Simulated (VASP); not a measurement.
# NdBeF2 (P6/mmm) in VASP: a series of runs

NdBeF2 is run at these levels: PBE; tasks: single point.

Everything below comes from runs of VASP 6.6.1. Logs are shortened: lines on timing, memory, paths and dates and some standing lists are left out, and cuts for length are marked.

### 1 The cell of the first run

It takes space group P6/mmm (No. 191, hexagonal). Conventional cell: a = 3.689 Å, b = 3.689 Å, c = 7.702 Å, α = 90.00°, β = 90.00°, γ = 120.00°. Nd (site symmetry 6/mmm) has 2 F at 2.39 Å within 3.2 Å. Be (site symmetry 6/mmm) has 2 F at 1.47 Å within 2.0 Å. Within 2.0 Å of F (site symmetry 6mm) lie 1 Be at 1.47 Å.

The cell was generated, and may not be a known phase.

### 2 Single point, PBE

INCAR reads:

```
SYSTEM = NdBeF2
PREC = Accurate ; ENCUT = 600
EDIFF = 1E-6 ; ISMEAR = 0
SIGMA = 0.1 ; LREAL = .FALSE.
LASPH = .TRUE. ; NELM = 200
ALGO = Normal ; ISIF = 2
LWAVE = .FALSE. ; LCHARG = .FALSE.
GGA = PE ; NBANDS = 23
GGA_COMPAT = .FALSE. ; LMAXMIX = 6
```

KPOINTS reads:

```
Automatic mesh
0
G
  6 6 4
  0 0 0
```

POSCAR reads:

```
NdBeF2
1.0
    3.6891762112      0.0000000000      0.0000000000
   -1.8445881056      3.1949203179      0.0000000000
    0.0000000000      0.0000000000      7.7024181768
Nd Be F
1 1 2
Direct
    0.0000000000      0.0000000000      0.0000000000
    0.0000000000      0.0000000000      0.5000000000
    0.0000000000      0.0000000000      0.6902277103
    0.0000000000      0.0000000000      0.3097722897
```

Potentials or basis: VASP PAW PBE potentials, release 64 (Nd, Be, F).

Launch:

```
cat potpaw_PBE.64/Nd/POTCAR potpaw_PBE.64/Be/POTCAR potpaw_PBE.64/F/POTCAR > POTCAR
mpirun -np 1 vasp_std > vasp.out
```

OUTCAR:

```text
SYSTEM = NdBeF2
   PREC = Accurate
   ENCUT = 600
   EDIFF = 1E-6
   ISMEAR = 0
   LREAL = .FALSE.
   LASPH = .TRUE.
   NELM = 200
   ISIF = 2
   GGA = PE

 ion  position               nearest neighbor table
   1  0.000  0.000  0.000-   3 2.39   4 2.39
   2  0.000  0.000  0.500-   3 1.47   4 1.47
   3  0.000  0.000  0.690-   2 1.47   1 2.39
   4  0.000  0.000  0.310-   2 1.47   1 2.39

  LATTYP: Found a hexagonal cell.
 ALAT       =     3.6891762112
 C/A-ratio  =     2.0878423084

  Lattice vectors:

 A1 = (   3.6891762112,   0.0000000000,   0.0000000000)
 A2 = (  -1.8445881056,   3.1949203179,   0.0000000000)
 A3 = (   0.0000000000,   0.0000000000,   7.7024181768)

Analysis of symmetry for initial positions (statically):
=====================================================================
 Subroutine PRICEL returns:
 Original cell was already a primitive cell.

 Routine SETGRP: Setting up the symmetry group for a
 hexagonal supercell.

 Subroutine GETGRP returns: Found 24 space group operations
 (whereof 24 operations were pure point group operations)
 out of a pool of 24 trial point group operations.

The static configuration has the point symmetry D_6h.

Analysis of symmetry for dynamics (positions and initial velocities):
=====================================================================
 Subroutine PRICEL returns:
 Original cell was already a primitive cell.

 Routine SETGRP: Setting up the symmetry group for a
 hexagonal supercell.

 Subroutine GETGRP returns: Found 24 space group operations
 (whereof 24 operations were pure point group operations)
 out of a pool of 24 trial point group operations.

The dynamic configuration has the point symmetry D_6h.

 Subroutine INISYM returns: Found 24 space group operations
 (whereof 24 operations are pure point group operations),
 and found     1 'primitive' translations

----------------------------------------------------------------------------------------

                                     Primitive cell

  volume of cell :      90.7855

  direct lattice vectors                    reciprocal lattice vectors
     3.689176211  0.000000000  0.000000000     0.271063225  0.156498426  0.000000000
    -1.844588106  3.194920318  0.000000000     0.000000000  0.312996851  0.000000000
     0.000000000  0.000000000  7.702418177     0.000000000  0.000000000  0.129829357

  length of vectors
     3.689176211  3.689176211  7.702418177     0.312996851  0.312996851  0.129829357

  position of ions in fractional coordinates (direct lattice)
     0.000000000  0.000000000  0.000000000
     0.000000000  0.000000000  0.500000000
     0.000000000  0.000000000  0.690227710
     0.000000000  0.000000000  0.309772290

  ion indices of the primitive-cell ions
   primitive index   ion index
                 1           1
                 2           2
                 3           3
                 4           4

----------------------------------------------------------------------------------------

 KPOINTS: Automatic mesh

Automatic generation of k-mesh.
 Grid dimensions read from file:
 generate k-points for:    6    6    4

 Generating k-lattice:

  Cartesian coordinates                     Fractional coordinates (reciprocal lattice)
     0.045177204  0.026083071  0.000000000     0.166666667  0.000000000  0.000000000
     0.000000000  0.052166142  0.000000000     0.000000000  0.166666667  0.000000000
     0.000000000  0.000000000  0.032457339     0.000000000  0.000000000  0.250000000

  Length of vectors
     0.052166142  0.052166142  0.032457339

  Shift w.r.t. Gamma in fractional coordinates (k-lattice)
     0.000000000  0.000000000  0.000000000

 Subroutine IBZKPT returns following result:
 ===========================================

 Found     21 irreducible k-points:

 Following reciprocal coordinates:
            Coordinates               Weight
  0.000000  0.000000  0.000000      1.000000
  0.166667 -0.000000  0.000000      6.000000
  0.333333 -0.000000  0.000000      6.000000
  0.500000 -0.000000  0.000000      3.000000
  0.166667  0.166667  0.000000      6.000000
  0.333333  0.166667  0.000000     12.000000
[... 13 lines left out ...]
  0.333333  0.166667  0.500000     12.000000
  0.333333  0.333333  0.500000      2.000000
   k-points           NKPTS =     21   k-points in BZ     NKDIM =     21   number of bands    NBANDS=     23
   number of dos      NEDOS =    301   number of ions     NIONS =      4
   total plane-waves  NPLWV =  57600
   dimension x,y,z NGX =    30 NGY =   30 NGZ =   64
   dimension x,y,z NGXF=    60 NGYF=   60 NGZF=  128
   ions per type =               1   1   2
   NGX,Y,Z   is equivalent  to a cutoff of  13.52, 13.52, 13.81 a.u.
   NGXF,Y,Z  is equivalent  to a cutoff of  27.04, 27.04, 27.63 a.u.
 SYSTEM =  NdBeF2
   PREC   = accura    normal or accurate (medium, high low for compatibility)
   ISTART =      0    job   : 0-new  1-cont  2-samecut
[... 39 lines left out ...]
 Gauss-broadening in eV      SIGMA  =   0.10
  energy-cutoff  :      600.00
  volume of cell :       90.79
 maximum number of plane-waves:      3102
 NGX is ok and might be reduce to    30
   NGX = 15   NGY = 15   NGZ = 31

 number of electron      30.0000008 magnetization

 Free energy of the ion-electron system (eV)
  ---------------------------------------------------
  ext. energy  EPLUGINS =         0.00000000
  ---------------------------------------------------
  free energy    TOTEN  =       -19.24512325 eV

  energy without entropy =      -19.09801681  energy(sigma->0) =      -19.17157003

 E-fermi :   2.6576     XC(G=0):  -8.0920

 val. band max:        2.6540209236   @ k =   0.1667   0.1667   0.0000
 cond. band min:       2.6693000547   @ k =   0.1667   0.1667   0.5000
 fundamental gap:      0.0152791311
 Fermi energy:         2.6575569575

 k-point     1 :       0.0000    0.0000    0.0000
  band No.  band energies     occupation
      1     -34.7221      2.00000
      2     -24.2260      2.00000
      3     -24.0257      2.00000
      4     -16.1677      2.00000
      5     -15.5796      2.00000
      6     -15.5796      2.00000
[... 15 lines left out ...]
     22       4.6043      0.00000
     23       4.6043      0.00000

 k-point     2 :       0.1667   -0.0000    0.0000
  band No.  band energies     occupation
      1     -34.7021      2.00000
      2     -24.2180      2.00000
      3     -24.0168      2.00000
      4     -16.1403      2.00000
      5     -15.7909      2.00000
      6     -15.6270      2.00000
[... 15 lines left out ...]
     22       4.1538      0.00000
     23       4.6747      0.00000

 k-point     3 :       0.3333   -0.0000    0.0000
  band No.  band energies     occupation
      1     -34.6619      2.00000
      2     -24.2018      2.00000
      3     -23.9990      2.00000
      4     -16.1878      2.00000
      5     -16.0848      2.00000
      6     -15.7200      2.00000
[... 15 lines left out ...]
     22       3.8549      0.00000
     23       4.4518      0.00000

 k-point     4 :       0.5000   -0.0000    0.0000
  band No.  band energies     occupation
      1     -34.6416      2.00000
      2     -24.1937      2.00000
      3     -23.9900      2.00000
      4     -16.3751      2.00000
      5     -16.0566      2.00000
      6     -15.7655      2.00000
[... 15 lines left out ...]
     22       3.7258      0.00000
     23       4.9565      0.00000

 k-point     5 :       0.1667    0.1667    0.0000
  band No.  band energies     occupation
      1     -34.6720      2.00000
      2     -24.2059      2.00000
      3     -24.0035      2.00000
      4     -16.0988      2.00000
      5     -16.0531      2.00000
      6     -15.7389      2.00000
[... 356 lines left out ...]
 k-point    19 :       0.1667    0.1667    0.5000
  band No.  band energies     occupation
      1     -34.6721      2.00000
      2     -24.1177      2.00000
      3     -24.0952      2.00000
      4     -16.0853      2.00000
      5     -16.0531      2.00000
      6     -15.7389      2.00000
[... 15 lines left out ...]
     22       3.6369      0.00000
     23       4.2090      0.00000

 k-point    20 :       0.3333    0.1667    0.5000
  band No.  band energies     occupation
      1     -34.6417      2.00000
      2     -24.1067      2.00000
      3     -24.0807      2.00000
      4     -16.2775      2.00000
      5     -16.0429      2.00000
      6     -15.8758      2.00000
[... 15 lines left out ...]
     22       3.7234      0.00000
     23       4.4946      0.00000

 k-point    21 :       0.3333    0.3333    0.5000
  band No.  band energies     occupation
      1     -34.6315      2.00000
      2     -24.1030      2.00000
      3     -24.0759      2.00000
      4     -16.1411      2.00000
      5     -16.1411      2.00000
      6     -16.0287      2.00000
[... 15 lines left out ...]
     22       4.2250      0.00000
     23       4.2250      0.00000

------------------------ aborting loop because EDIFF is reached ----------------------------------------

  FORCE on cell =-STRESS in cart. coord.  units (eV):
  Direction    XX          YY          ZZ          XY          YZ          ZX
  --------------------------------------------------------------------------------------
  -------------------------------------------------------------------------------------
  Total       -1.0389683     -1.0389683      0.0798882      0.0000000      0.0000000      0.0000000
  in kB      -18.3356514    -18.3356514      1.4098622      0.0000000      0.0000000      0.0000000
  external PRESSURE =     -11.7538136 kB  Pullay stress =       0.0000000 kB

 VOLUME and BASIS-vectors are now :
 -----------------------------------------------------------------------------
  energy-cutoff  :      600.00
  volume of cell :       90.79
      direct lattice vectors                 reciprocal lattice vectors
     3.689176211  0.000000000  0.000000000     0.271063225  0.156498426  0.000000000
    -1.844588106  3.194920318  0.000000000     0.000000000  0.312996851  0.000000000
     0.000000000  0.000000000  7.702418177     0.000000000  0.000000000  0.129829357

 POSITION                                       TOTAL-FORCE (eV/Angst)
 -----------------------------------------------------------------------------------
      0.00000      0.00000      0.00000        -0.000000     -0.000000      0.000000
      0.00000      0.00000      3.85121        -0.000000     -0.000000      0.000000
      0.00000      0.00000      5.31642         0.000000     -0.000000     -0.344453
      0.00000      0.00000      2.38600         0.000000      0.000000      0.344453
 -----------------------------------------------------------------------------------
    total drift:                               -0.000000      0.000000      0.000000

  FREE ENERGIE OF THE ION-ELECTRON SYSTEM (eV)
  ---------------------------------------------------
  free  energy   TOTEN  =       -19.2451232457 eV

  energy  without entropy=      -19.0980168075  energy(sigma->0) =      -19.17157003
```

Wall time 3.2 min (1 thread of Oxide Virtual Turin-like, shared host); peak memory 0.23 GiB.

Results:

```yaml
Free_energy: -19.2451 eV
Pressure: -1.2 GPa
Largest_force: 0.344 eV/Å
Band_gap_on_the_k_mesh: zero (bands 15 and 16 overlap by 0.19 eV)
```

Forces in eV/Å, atoms in the order of the input:
```
Nd   0.000  0.000  0.000
Be   0.000  0.000  0.000
F    0.000  0.000 -0.344
F    0.000  0.000  0.344
```

Stress tensor (GPa, compression positive):
```
-1.83  0.00  0.00
 0.00 -1.83  0.00
 0.00  0.00  0.14
```

Levels at points of the mesh, in eV from the Fermi level:
```tsv
k point	band 12	band 13	band 14	band 15	band 16	band 17	band 18	band 19
(0.00, 0.00, 0.00)	-7.32	-2.57	-1.08	-0.19	-0.12	0.05	0.05	0.24
(0.50, 0.00, 0.00)	-7.41	-0.98	-0.06	0.03	0.12	0.15	0.17	0.18
(0.00, 0.00, 0.50)	-7.27	-2.41	-1.25	-0.19	-0.10	0.05	0.05	0.24
(0.50, 0.00, 0.50)	-7.36	-0.96	-0.06	0.05	0.12	0.16	0.17	0.17
```

Caveat: spin-orbit coupling is left out, which moves the levels of the heavy elements; the run has no spin polarisation, though such a crystal can be magnetic; semilocal functionals describe open f shells poorly, which spoils levels, moments and volumes. Spin polarisation is off, so any magnetic state and its effect on volume and gap are missing.

### 3 Single point, PBE

This run uses another cell than the first one, of 23.32 Å³/atom.

INCAR reads:

```
SYSTEM = NdBeF2
  PREC = Accurate
  ENCUT = 600
  EDIFF = 1E-6
  ISMEAR = 0
  SIGMA = 0.1
  LREAL = .FALSE.
  LASPH = .TRUE.
  NELM = 200
  ALGO = Normal
  ISIF = 2
  LWAVE = .FALSE.
  LCHARG = .TRUE.
  GGA = PE
  LELF = .TRUE.
  LVHAR = .TRUE.
  NBANDS = 23
  GGA_COMPAT = .FALSE.
  LMAXMIX = 6
```

KPOINTS reads:

```
regular mesh
0
G
  6 6 4
  0 0 0
```

POSCAR reads:

```
NdBeF2
1.0
    4.4897820200      0.0000000000      0.0000000000
   -2.2448910100      3.8882652900      0.0000000000
    0.0000000000      0.0000000000      5.3432125000
Nd Be F
1 1 2
Direct
    0.0000000000      0.0000000000      0.0000000000
    0.0000000000      0.0000000000      0.5000000000
    0.0000000000      0.0000000000      0.7268827900
    0.0000000000      0.0000000000      0.2731172100
```

Potentials or basis: VASP PAW PBE potentials, release 64 (Nd, Be, F).

Launch:

```
cat potpaw_PBE.64/Nd/POTCAR potpaw_PBE.64/Be/POTCAR potpaw_PBE.64/F/POTCAR > POTCAR
mpirun -np 1 vasp_std > vasp.out
```

Wall time 3 min (1 thread of Oxide Virtual Turin-like, shared host); peak memory 0.24 GiB.

It converged, with:

```yaml
Free_energy: 6.7152 eV
Pressure: 86.8 GPa
Largest_force: 27.401 eV/Å
Band_gap_on_the_k_mesh: zero (bands 15 and 16 overlap by 0.12 eV)
```

Forces in eV/Å, atoms in the order of the input:
```
Nd    0.000   0.000   0.000
Be    0.000   0.000   0.000
F     0.000   0.000 -27.401
F     0.000   0.000  27.401
```

Stress tensor (GPa, compression positive):
```
 -6.35   0.00   0.00
  0.00  -6.35   0.00
  0.00   0.00 273.11
```

Levels at points of the mesh, in eV from the Fermi level:
```tsv
k point	band 13	band 14	band 15	band 16	band 17	band 18
(0.00, 0.00, 0.00)	-2.83	0.01	0.01	0.03	0.03	0.07
(0.50, 0.00, 0.00)	-1.49	-0.90	-0.16	-0.01	0.06	0.16
(0.00, 0.00, 0.50)	-1.89	-1.15	-0.01	-0.01	0.07	0.23
(0.50, 0.00, 0.50)	-0.38	-0.15	-0.10	0.05	0.12	0.13
```

Caveat: the stress differs along the axes, from -6 to 273 GPa; spin-orbit coupling is left out, which moves the levels of the heavy elements; the run has no spin polarisation, though such a crystal can be magnetic; semilocal functionals describe open f shells poorly, which spoils levels, moments and volumes; forces of over 1 eV/Å act on the atoms, so gaps and moduli don't describe the material at rest.

### 4 Single point, PBE

This run uses another cell than the first one, of 22.88 Å³/atom.

INCAR reads:

```
SYSTEM = NdBeF2
PREC     = Accurate       ! precision mode
ENCUT    = 600            ! plane-wave cutoff, eV
EDIFF    = 1E-6           ! SCF threshold, eV
ISMEAR   = 0              ! smearing method
SIGMA    = 0.1            ! smearing width, eV
LREAL    = .False.        ! projectors in reciprocal space
LASPH    = .True.         ! aspherical terms in the spheres
NELM     = 200            ! most SCF steps
ALGO     = Normal         ! electronic algorithm
ISIF     = 2              ! what is computed and relaxed
LWAVE    = .False.        ! write WAVECAR
LCHARG   = .True.         ! write CHGCAR
GGA      = PE             ! functional
LELF     = .True.         ! ELF
LVHAR    = .True.       
NBANDS   = 23             ! bands
GGA_COMPAT= .False.      
LMAXMIX  = 6              ! l up to which the mixer works
```

KPOINTS reads:

```
Automatic mesh
0
Gamma
  12 12 6
  0 0 0
```

POSCAR reads:

```
NdBeF2
1.0
    3.7037442691      0.0000000000      0.0000000000
   -1.8518721346      3.2075366262      0.0000000000
    0.0000000000      0.0000000000      7.7035438858
Nd Be F
1 1 2
Direct
    0.0000000000      0.0000000000      0.0000000000
    0.0000000000      0.0000000000      0.5000000000
    0.0000000000      0.0000000000      0.6898405011
    0.0000000000      0.0000000000      0.3101594989
```

Launch:

```
cat potpaw_PBE.64/Nd/POTCAR potpaw_PBE.64/Be/POTCAR potpaw_PBE.64/F/POTCAR > POTCAR
mpirun -np 1 vasp_std > vasp.out
```

Wall time 9.3 min (1 thread of Oxide Virtual Turin-like, shared host); peak memory 0.36 GiB.

It converged, with:

```yaml
Free_energy: -19.2433 eV
Pressure: -1.1 GPa
Largest_force: 0.264 eV/Å
Band_gap_on_the_k_mesh: zero (bands 15 and 16 overlap by 0.15 eV)
```

Forces in eV/Å, atoms in the order of the input:
```
Nd   0.000  0.000  0.000
Be   0.000  0.000  0.000
F    0.000  0.000 -0.264
F    0.000  0.000  0.264
```

Stress tensor (GPa, compression positive):
```
-1.80  0.00  0.00
 0.00 -1.80  0.00
 0.00  0.00  0.28
```

Levels at points of the mesh, in eV from the Fermi level:
```csv
k point,band 12,band 13,band 14,band 15,band 16,band 17,band 18,band 19
"(0.00, 0.00, 0.00)",-7.35,-2.61,-1.08,-0.19,-0.10,0.06,0.06,0.22
"(0.50, 0.00, 0.00)",-7.44,-1.01,-0.05,0.01,0.11,0.15,0.17,0.20
"(0.00, 0.00, 0.50)",-7.31,-2.45,-1.25,-0.19,-0.08,0.06,0.06,0.22
"(0.50, 0.00, 0.50)",-7.39,-0.99,-0.05,0.03,0.11,0.16,0.17,0.19
```

Caveat: spin-orbit coupling is left out, which moves the levels of the heavy elements; the run has no spin polarisation, though such a crystal can be magnetic; semilocal functionals describe open f shells poorly, which spoils levels, moments and volumes. Spin polarisation is off, so any magnetic state and its effect on volume and gap are missing.

### 5 Overview

```tsv
cell	k mesh	gap on the mesh (eV)	pressure (GPa)	largest force (eV/Å)
a = 3.689, b = 3.689, c = 7.702 Å, angles 90.0, 90.0, 120.0°, 4 atoms, atomic positions A	6 × 6 × 4	none	-1.2	0.34
a = 4.490, b = 4.490, c = 5.343 Å, angles 90.0, 90.0, 120.0°, 4 atoms, atomic positions B	6 × 6 × 4	none	86.8	27.40
a = 3.704, b = 3.704, c = 7.704 Å, angles 90.0, 90.0, 120.0°, 4 atoms, atomic positions C	12 × 12 × 6	none	-1.1	0.26
```

Alike in all rows: task single point; level PBE; potentials or basis VASP PAW PBE potentials, release 64 (Nd, Be, F); no spin polarisation; cutoff (eV) 600; smearing gaussian 0.1 eV.

Caveats: spin-orbit coupling is left out, which moves the levels of the heavy elements; the run has no spin polarisation, though such a crystal can be magnetic; semilocal functionals describe open f shells poorly, which spoils levels, moments and volumes; the stress differs along the axes, from -6 to 273 GPa (at least some runs); forces of over 1 eV/Å act on the atoms, so gaps and moduli don't describe the material at rest (at least some runs).

Absolute energies hang on the potentials; compare differences alone.
